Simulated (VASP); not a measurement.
Write the native input for VASP 6.6.1 that does the following.

| Item | Value |
| --- | --- |
| Task | single point |
| Functional | PBEsol |
| Potentials or basis | VASP PAW PBE potentials, release 64 (Na_pv, Cl) |
| Cutoff | 520 eV |
| k mesh | 8 × 8 × 8 |
| Occupations | gaussian, width 0.01 eV |
| Spin | no spin polarisation |
| Dipole correction | no |
| Further INCAR settings | ALGO = Normal; EDIFF = 1e-06; NBANDS = 14 |

The structure of NaCl lies in POSCAR:

```
NaCl
1.0
    2.8921488964      2.8921488964      0.0000000000
   -2.8921488964      2.8921488964      0.0000000000
    0.0000000000      2.8921488964      2.8921488964
Na Cl
1 1
Direct
    0.0000000000      0.0000000000      0.0000000000
    0.5000000000      0.5000000000      0.0000000000
```

The input as run:

INCAR

```
PREC = Accurate
ENCUT = 520
EDIFF = 1E-6
ISMEAR = 0
SIGMA = 0.01
LREAL = F
LASPH = T
NELM = 80
ALGO = Normal
ISIF = 2
LWAVE = F
LCHARG = F
GGA = PS
NBANDS = 14
```

KPOINTS

```
regular mesh
0
Gamma
  8 8 8
```

Potentials or basis: VASP PAW PBE potentials, release 64 (Na_pv, Cl).

Run with:

```console
$ cat potpaw_PBE.64/Na_pv/POTCAR potpaw_PBE.64/Cl/POTCAR > POTCAR
$ mpirun -np 1 vasp_std > vasp.out
```

Results of the run:

| Quantity | Value |
| --- | --- |
| Pressure | -2.0 GPa |
| Band gap on the k mesh | 4.67 eV |

Caveat: the PAW data sets were made with another functional, which shifts forces and pressure a little.

It took 28 s on 1 thread of Intel Xeon 8259CL (shared host), peak memory 0.16 GiB.
